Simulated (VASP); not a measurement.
A run of VASP 6.6.1 is set up as follows.

File INCAR:

```
SYSTEM = Sn2TeS
  ALGO = Normal
  EDIFF = 1E-6
  ENCUT = 520
  GGA = PE
  ISIF = 2
  ISMEAR = 0
  LASPH = .TRUE.
  LCHARG = .TRUE.
  LELF = .TRUE.
  LREAL = .FALSE.
  LVHAR = .TRUE.
  LWAVE = .FALSE.
  NBANDS = 28
  NELM = 100
  PREC = Accurate
  SIGMA = 0.1
```

KPOINTS

```
k-points
0
G
  6 6 6
  0 0 0
```

POSCAR

```
Sn2TeS
1.0
    2.1724729719      1.2542778568      7.0294352601
   -2.1724729719      1.2542778568      7.0294352601
    0.0000000000     -2.5085557086      7.0294352610
Sn Te S
2 1 1
Direct
    0.7406924186      0.7406924186      0.7406924186
    0.2593075814      0.2593075814      0.2593075814
    0.5000000000      0.5000000000      0.5000000000
    0.0000000000      0.0000000000      0.0000000000
```

Potentials or basis: VASP PAW PBE potentials, release 64 (Sn_d, Te, S).

Run with:

```bash
$ cat potpaw_PBE.64/Sn_d/POTCAR potpaw_PBE.64/Te/POTCAR potpaw_PBE.64/S/POTCAR > POTCAR
$ mpirun -np 1 vasp_std > vasp.out
```

Q: Predict the band gap on the k mesh.

A: 0.10 eV, indirect (least direct gap 0.12 eV).

Q: Predict the pressure.

A: -0.2 GPa.

Q: Estimate the largest force.

A: 0.028 eV/Å.

Stress tensor (GPa, compression positive):
```
-0.25  0.00  0.00
 0.00 -0.25  0.00
 0.00  0.00 -0.17
```

Caveat: spin-orbit coupling is left out, which moves the levels of the heavy elements. A k mesh can miss the band edges.
